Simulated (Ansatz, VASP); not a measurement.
MgB2 in VASP and in Ansatz

```
Mg B
1.0
     3.06776    0.00000    0.00000
    -1.53388    2.65676    0.00000
     0.00000    0.00000    3.48536
Mg B
1 2
Cartesian
  0.0000 0.0000 0.0000
  0.0000 1.7712 1.7427
  1.5339 0.8856 1.7427
```

Alike in both runs: functional PBEsol; k mesh 12 × 12 × 8; occupations fermi-dirac, width 0.05 eV; no spin polarisation.

Ansatz relaxed the structure, and its values are those at the end. VASP's run is a single point on that final structure, the one shown.

|  | VASP | Ansatz |
| --- | --- | --- |
| version | VASP 6.6.1 | Ansatz 0.2.0 |
| potentials or method | VASP PAW PBE potentials, release 64 (Mg, B) | PAW with Ansatz's default frozen-core files, scalar-relativistic |
| plane-wave cutoff (eV) | 520 | 420 |
| valence electrons in the cell | 8 | 16 |

|  | VASP | Ansatz | Ansatz less VASP |
| --- | --- | --- | --- |
| pressure (GPa) | 0.0 | 0.0 | 0.00 |

VASP's potentials were made for PBE, not for PBEsol. With one functional, cell and mesh, what is left measures potentials, basis and numerics. VASP's potentials hold 8 valence electrons a cell and Ansatz's 16, so a difference there can come from the potentials and not from the codes.
